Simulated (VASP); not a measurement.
# VO2 (P4_2/mnm) in VASP: single point with PBE+U

Aim: the single point of VO2 with PBE+U.

Program: VASP 6.6.1. These are calculated values, not measurements. Logs are shortened: lines on timing, memory, paths and dates and some standing lists are left out, and cuts for length are marked.

## Step 1: The cell of the first run

Symmetry: P4_2/mnm, No. 136, tetragonal system. The conventional cell has a = 4.530 Å, b = 4.530 Å, c = 2.869 Å, α = 90.00°, β = 90.00°, γ = 90.00°. Within 2.5 Å of V (site symmetry mmm) lie 6 O at 1.90 to 1.95 Å. O (site symmetry m2m) has 3 V at 1.90 to 1.95 Å and 1 O at 2.50 Å within 2.5 Å.

## Step 2: Single point, PBE+U, collinear spin, ferromagnetic start

The input, INCAR:

```
ALGO     = Normal         # electronic algorithm
EDIFF    = 1E-6           # SCF threshold, eV
ENCUT    = 600            # plane-wave cutoff, eV
GGA      = PE             # functional
GGA_COMPAT= F            
ISIF     = 2              # what is computed and relaxed
ISMEAR   = -1             # smearing method
ISPIN    = 2              # spin polarisation
LASPH    = T              # aspherical terms in the spheres
LCHARG   = F              # write CHGCAR
LDAU     = T              # DFT+U
LDAUJ    = 0 0          
LDAUL    = 2 -1           # shell
LDAUPRINT= 1            
LDAUTYPE = 2            
LDAUU    = 4 0            # U, eV
LMAXMIX  = 4              # l up to which the mixer works
LORBIT   = 11             # projections on sites
LREAL    = F              # projectors in reciprocal space
LWAVE    = F              # write WAVECAR
MAGMOM   = 1 1 0 0 0 0    # initial moments
NBANDS   = 38             # bands
NELM     = 200            # most SCF steps
PREC     = Accurate       # precision mode
SIGMA    = 0.1            # smearing width, eV
```

The input, KPOINTS:

```
k-points
0
Gamma
  5 5 7
```

The input, POSCAR:

```
VO2
1.0
    4.5300000000      0.0000000000      0.0000000000
    0.0000000000      4.5300000000      0.0000000000
    0.0000000000      0.0000000000      2.8690000000
V O
2 4
Direct
    0.0000000000      0.0000000000      0.0000000000
    0.5000000000      0.5000000000      0.5000000000
    0.3050000000      0.3050000000      0.0000000000
    0.1950000000      0.8050000000      0.5000000000
    0.6950000000      0.6950000000      0.0000000000
    0.8050000000      0.1950000000      0.5000000000
```

Potentials or basis: VASP PAW PBE potentials, release 64 (V_sv, O).

The run is started by

```bash
cat potpaw_PBE.64/V_sv/POTCAR potpaw_PBE.64/O/POTCAR > POTCAR
mpirun -np 1 vasp_std > vasp.out
```

OUTCAR:

```text
EDIFF = 1E-6
   ENCUT = 600
   GGA = PE
   ISIF = 2
   ISMEAR = -1
   ISPIN = 2
   LASPH = T
   LORBIT = 11
   LREAL = F
   NELM = 200
   PREC = Accurate

 ion  position               nearest neighbor table
   1  0.000  0.000  0.000-   4 1.90   6 1.90   4 1.90   6 1.90   5 1.95   3 1.95
   2  0.500  0.500  0.500-   3 1.90   5 1.90   3 1.90   5 1.90   4 1.95   6 1.95
   3  0.305  0.305  0.000-   2 1.90   2 1.90   1 1.95
   4  0.195  0.805  0.500-   1 1.90   1 1.90   2 1.95
   5  0.695  0.695  0.000-   2 1.90   2 1.90   1 1.95
   6  0.805  0.195  0.500-   1 1.90   1 1.90   2 1.95

  LATTYP: Found a simple tetragonal cell.
 ALAT       =     4.5300000000
 C/A-ratio  =     0.6333333333

  Lattice vectors:

 A1 = (   4.5300000000,   0.0000000000,   0.0000000000)
 A2 = (   0.0000000000,   4.5300000000,   0.0000000000)
 A3 = (   0.0000000000,   0.0000000000,   2.8690000000)

Analysis of symmetry for initial positions (statically):
=====================================================================
 Subroutine PRICEL returns:
 Original cell was already a primitive cell.

 Routine SETGRP: Setting up the symmetry group for a
 simple tetragonal supercell.

 Subroutine GETGRP returns: Found 16 space group operations
 (whereof  8 operations were pure point group operations)
 out of a pool of 16 trial point group operations.

The static configuration has the point symmetry D_2h.
 The point group associated with its full space group is D_4h.

Analysis of symmetry for dynamics (positions and initial velocities):
=====================================================================
 Subroutine PRICEL returns:
 Original cell was already a primitive cell.

 Routine SETGRP: Setting up the symmetry group for a
 simple tetragonal supercell.

 Subroutine GETGRP returns: Found 16 space group operations
 (whereof  8 operations were pure point group operations)
 out of a pool of 16 trial point group operations.

The dynamic configuration has the point symmetry D_2h.
 The point group associated with its full space group is D_4h.

Analysis of structural, dynamic, and magnetic symmetry:
=====================================================================
 Subroutine PRICEL returns:
 Original cell was already a primitive cell.

 Routine SETGRP: Setting up the symmetry group for a
 simple tetragonal supercell.

 Subroutine GETGRP returns: Found 16 space group operations
 (whereof  8 operations were pure point group operations)
 out of a pool of 16 trial point group operations.

The overall configuration has the point symmetry D_2h.
 The point group associated with its full space group is D_4h.

 Subroutine INISYM returns: Found 16 space group operations
 (whereof  8 operations are pure point group operations),
 and found     1 'primitive' translations

----------------------------------------------------------------------------------------

                                     Primitive cell

  volume of cell :      58.8745

  direct lattice vectors                    reciprocal lattice vectors
     4.530000000  0.000000000  0.000000000     0.220750552  0.000000000  0.000000000
     0.000000000  4.530000000  0.000000000     0.000000000  0.220750552  0.000000000
     0.000000000  0.000000000  2.869000000     0.000000000  0.000000000  0.348553503

  length of vectors
     4.530000000  4.530000000  2.869000000     0.220750552  0.220750552  0.348553503

  position of ions in fractional coordinates (direct lattice)
     0.000000000  0.000000000  0.000000000
     0.500000000  0.500000000  0.500000000
     0.305000000  0.305000000  0.000000000
     0.195000000  0.805000000  0.500000000
     0.695000000  0.695000000  0.000000000
     0.805000000  0.195000000  0.500000000

  ion indices of the primitive-cell ions
   primitive index   ion index
[... 128 lines left out ...]
 -0.0000  0.0000  0.0000  0.0000  0.1474

spin component  2

  0.2231  0.0000 -0.0992  0.0000 -0.0000
  0.0000  0.2111  0.0000 -0.0979  0.0000
 -0.0992  0.0000  0.1358  0.0000  0.0000
  0.0000 -0.0979  0.0000  0.2111  0.0000
 -0.0000  0.0000  0.0000  0.0000  0.1115

 occupancies and eigenvectors

  o =  0.0711  v =  0.0000  0.0000  0.0000  0.0000  0.0000 -0.5465  0.0000 -0.8375  0.0000  0.0000      0.0000  0.0000  0.0000  0.0000  0.0000  0.0000  0.0000  0.0000  0.0000  0.0000
  o =  0.1115  v =  0.0000  0.0000  0.0000  0.0000  0.0000 -0.0000 -0.0000 -0.0000  0.0000 -1.0000      0.0000  0.0000  0.0000  0.0000  0.0000  0.0000  0.0000  0.0000  0.0000  0.0000
  o =  0.1132  v =  0.0000  0.0000  0.0000  0.0000  0.0000  0.0000 -0.7071  0.0000 -0.7071  0.0000      0.0000  0.0000  0.0000  0.0000  0.0000  0.0000  0.0000  0.0000  0.0000  0.0000
  o =  0.1459  v =  0.0000 -0.7071 -0.0000 -0.7071 -0.0000  0.0000  0.0000  0.0000  0.0000  0.0000      0.0000  0.0000  0.0000  0.0000  0.0000  0.0000  0.0000  0.0000  0.0000  0.0000
  o =  0.1474  v =  0.0000 -0.0000 -0.0000 -0.0000  1.0000  0.0000  0.0000  0.0000  0.0000  0.0000      0.0000  0.0000  0.0000  0.0000  0.0000  0.0000  0.0000  0.0000  0.0000  0.0000
  o =  0.2878  v =  0.0000  0.0000  0.0000  0.0000  0.0000 -0.8375  0.0000  0.5465  0.0000  0.0000      0.0000  0.0000  0.0000  0.0000  0.0000  0.0000  0.0000  0.0000  0.0000  0.0000
  o =  0.3090  v =  0.0000  0.0000  0.0000  0.0000  0.0000  0.0000 -0.7071  0.0000  0.7071  0.0000      0.0000  0.0000  0.0000  0.0000  0.0000  0.0000  0.0000  0.0000  0.0000  0.0000
  o =  0.3285  v = -0.0000  0.7071  0.0000 -0.7071 -0.0000  0.0000  0.0000  0.0000  0.0000  0.0000      0.0000  0.0000  0.0000  0.0000  0.0000  0.0000  0.0000  0.0000  0.0000  0.0000
  o =  0.3704  v = -0.8570 -0.0000  0.5153  0.0000  0.0000  0.0000  0.0000  0.0000  0.0000  0.0000      0.0000  0.0000  0.0000  0.0000  0.0000  0.0000  0.0000  0.0000  0.0000  0.0000
  o =  0.9357  v = -0.5153  0.0000 -0.8570 -0.0000 -0.0000  0.0000  0.0000  0.0000  0.0000  0.0000      0.0000  0.0000  0.0000  0.0000  0.0000  0.0000  0.0000  0.0000  0.0000  0.0000

atom =   2  type =  1  l = 2

 onsite density matrix

spin component  1

  0.5205  0.0000 -0.2497  0.0000 -0.0000
  0.0000  0.2372  0.0000  0.0913  0.0000
 -0.2497  0.0000  0.7856  0.0000 -0.0000
  0.0000  0.0913  0.0000  0.2372  0.0000
 -0.0000  0.0000 -0.0000  0.0000  0.1474

spin component  2

  0.2231  0.0000  0.0992  0.0000 -0.0000
  0.0000  0.2111  0.0000  0.0979  0.0000
  0.0992  0.0000  0.1358  0.0000 -0.0000
  0.0000  0.0979  0.0000  0.2111  0.0000
 -0.0000  0.0000 -0.0000  0.0000  0.1115

 occupancies and eigenvectors

  o =  0.0711  v =  0.0000  0.0000  0.0000  0.0000  0.0000 -0.5465  0.0000  0.8375  0.0000  0.0000      0.0000  0.0000  0.0000  0.0000  0.0000  0.0000  0.0000  0.0000  0.0000  0.0000
  o =  0.1115  v =  0.0000  0.0000  0.0000  0.0000  0.0000 -0.0000 -0.0000  0.0000  0.0000 -1.0000      0.0000  0.0000  0.0000  0.0000  0.0000  0.0000  0.0000  0.0000  0.0000  0.0000
  o =  0.1132  v =  0.0000  0.0000  0.0000  0.0000  0.0000  0.0000  0.7071  0.0000 -0.7071 -0.0000      0.0000  0.0000  0.0000  0.0000  0.0000  0.0000  0.0000  0.0000  0.0000  0.0000
  o =  0.1459  v =  0.0000  0.7071  0.0000 -0.7071 -0.0000  0.0000  0.0000  0.0000  0.0000  0.0000      0.0000  0.0000  0.0000  0.0000  0.0000  0.0000  0.0000  0.0000  0.0000  0.0000
  o =  0.1474  v =  0.0000  0.0000  0.0000  0.0000  1.0000  0.0000  0.0000  0.0000  0.0000  0.0000      0.0000  0.0000  0.0000  0.0000  0.0000  0.0000  0.0000  0.0000  0.0000  0.0000
  o =  0.2878  v =  0.0000  0.0000  0.0000  0.0000  0.0000 -0.8375  0.0000 -0.5465  0.0000  0.0000      0.0000  0.0000  0.0000  0.0000  0.0000  0.0000  0.0000  0.0000  0.0000  0.0000
  o =  0.3090  v =  0.0000  0.0000  0.0000  0.0000  0.0000  0.0000  0.7071  0.0000  0.7071 -0.0000      0.0000  0.0000  0.0000  0.0000  0.0000  0.0000  0.0000  0.0000  0.0000  0.0000
  o =  0.3285  v =  0.0000  0.7071  0.0000  0.7071 -0.0000  0.0000  0.0000  0.0000  0.0000  0.0000      0.0000  0.0000  0.0000  0.0000  0.0000  0.0000  0.0000  0.0000  0.0000  0.0000
  o =  0.3704  v = -0.8570  0.0000 -0.5153  0.0000  0.0000  0.0000  0.0000  0.0000  0.0000  0.0000      0.0000  0.0000  0.0000  0.0000  0.0000  0.0000  0.0000  0.0000  0.0000  0.0000
  o =  0.9357  v = -0.5153 -0.0000  0.8570  0.0000 -0.0000  0.0000  0.0000  0.0000  0.0000  0.0000      0.0000  0.0000  0.0000  0.0000  0.0000  0.0000  0.0000  0.0000  0.0000  0.0000

 number of electron      49.9999990 magnetization       1.9999698

 Free energy of the ion-electron system (eV)
  ---------------------------------------------------
  ext. energy  EPLUGINS =         0.00000000
  ---------------------------------------------------
  free energy    TOTEN  =       -45.17333529 eV

  energy without entropy =      -45.17260365  energy(sigma->0) =      -45.17296947

 E-fermi :   6.0299     XC(G=0): -11.7723

 val. band max:        5.4178813699   @ k =   0.2000   0.2000   0.2857
 cond. band min:       6.5831561979   @ k =   0.4000   0.0000   0.4286
 fundamental gap:      1.1652748280
 Fermi energy:         6.0299340669

 spin component 1

 k-point     1 :       0.0000    0.0000    0.0000
  band No.  band energies     occupation
      1     -60.1849      1.00000
      2     -60.1756      1.00000
      3     -34.2196      1.00000
      4     -34.2196      1.00000
      5     -33.8289      1.00000
      6     -33.8289      1.00000
[... 949 lines left out ...]
     36      17.3919      0.00000
     37      18.9827      0.00000
 Fermi energy:         6.0299340669

 spin component 2

 k-point     1 :       0.0000    0.0000    0.0000
  band No.  band energies     occupation
      1     -59.1066      1.00000
      2     -59.0966      1.00000
      3     -33.6924      1.00000
      4     -33.6924      1.00000
      5     -32.4778      1.00000
      6     -32.4778      1.00000
[... 949 lines left out ...]
     36      17.4358      0.00000
     37      19.1718      0.00000
 [bands above 37 left out]

------------------------ aborting loop because EDIFF is reached ----------------------------------------

  FORCE on cell =-STRESS in cart. coord.  units (eV):
  Direction    XX          YY          ZZ          XY          YZ          ZX
  --------------------------------------------------------------------------------------
  -------------------------------------------------------------------------------------
  Total        3.7665834      3.7665834     11.1397274      0.0000000      0.0000000      0.0000000
  in kB      102.5017365    102.5017365    303.1504326      0.0000000      0.0000000      0.0000000
  external PRESSURE =     169.3846352 kB  Pullay stress =       0.0000000 kB

 VOLUME and BASIS-vectors are now :
 -----------------------------------------------------------------------------
  energy-cutoff  :      600.00
  volume of cell :       58.87
      direct lattice vectors                 reciprocal lattice vectors
     4.530000000  0.000000000  0.000000000     0.220750552  0.000000000  0.000000000
     0.000000000  4.530000000  0.000000000     0.000000000  0.220750552  0.000000000
     0.000000000  0.000000000  2.869000000     0.000000000  0.000000000  0.348553503

 POSITION                                       TOTAL-FORCE (eV/Angst)
 -----------------------------------------------------------------------------------
      0.00000      0.00000      0.00000         0.000000      0.000000      0.000000
      2.26500      2.26500      1.43450         0.000000      0.000000      0.000000
      1.38165      1.38165      0.00000        -0.710467     -0.710467      0.000000
      0.88335      3.64665      1.43450         0.710467     -0.710467      0.000000
      3.14835      3.14835      0.00000         0.710467      0.710467     -0.000000
      3.64665      0.88335      1.43450        -0.710467      0.710467     -0.000000
 -----------------------------------------------------------------------------------
    total drift:                                0.000000      0.000000      0.000000

  FREE ENERGIE OF THE ION-ELECTRON SYSTEM (eV)
  ---------------------------------------------------
  free  energy   TOTEN  =       -45.1733352909 eV

  energy  without entropy=      -45.1726036549  energy(sigma->0) =      -45.17296947

 total charge

# of ion       s       p       d       tot
------------------------------------------
    1        2.301   6.365   2.787  11.453
    2        2.301   6.365   2.787  11.453
    3        1.567   3.525   0.000   5.092
    4        1.567   3.525   0.000   5.092
    5        1.567   3.525   0.000   5.092
    6        1.567   3.525   0.000   5.092
--------------------------------------------------
tot         10.872  26.829   5.573  43.274

 magnetization (x)

# of ion       s       p       d       tot
------------------------------------------
    1        0.015   0.014   1.033   1.061
    2        0.015   0.014   1.033   1.061
    3       -0.002  -0.038   0.000  -0.040
    4       -0.002  -0.038   0.000  -0.040
    5       -0.002  -0.038   0.000  -0.040
    6       -0.002  -0.038   0.000  -0.040
--------------------------------------------------
tot          0.022  -0.126   2.065   1.962
```

Wall time 47 s (1 thread of Intel Xeon 6975P-C (Granite Rapids), shared host); peak memory 0.25 GiB.

What came out:

```
Free energy                                           : -45.1733 eV
Pressure                                              : 16.9 GPa
Largest force                                         : 1.005 eV/Å
Band gap on the k mesh                                : 1.17 eV (least direct gap 1.35 eV)
Net moment                                            : 2.00 μB per cell
Site moments                                          : V +1.06; O -0.04 μB
Valence electrons inside the program's atomic spheres : V 11.45; O 5.09
```

Forces on the atoms (eV/Å):
```
V    0.000  0.000  0.000
V    0.000  0.000  0.000
O   -0.710 -0.710  0.000
O    0.710 -0.710  0.000
O    0.710  0.710  0.000
O   -0.710  0.710  0.000
```

Levels at points of the mesh, in eV from the valence-band top:
Spin up:
```csv
k point,band 23,band 24,band 25,band 26,band 27,band 28,band 29,band 30
"(0.00, 0.00, 0.00)",-0.95,-0.70,-0.70,-0.24,1.66,1.66,1.67,2.41
```
Spin down:
```tsv
k point	band 22	band 23	band 24	band 25	band 26	band 27
(0.00, 0.00, 0.00)	-0.78	-0.78	-0.31	2.44	2.45	2.45
```

Eigenvalues of the final occupation matrices:
```
    site  spin  trace               eigenvalues
site 1 d     1   1.93  0.15 0.15 0.33 0.37 0.94
site 1 d     2   0.89  0.07 0.11 0.11 0.29 0.31
site 2 d     1   1.93  0.15 0.15 0.33 0.37 0.94
site 2 d     2   0.89  0.07 0.11 0.11 0.29 0.31
```

Caveat: the cell stands under pressure; an odd mesh through Γ misses points on the zone boundary, where band edges can lie; forces of over 1 eV/Å act on the atoms, so gaps and moduli don't describe the material at rest. The state reached can hang on the start; a lower one may exist.
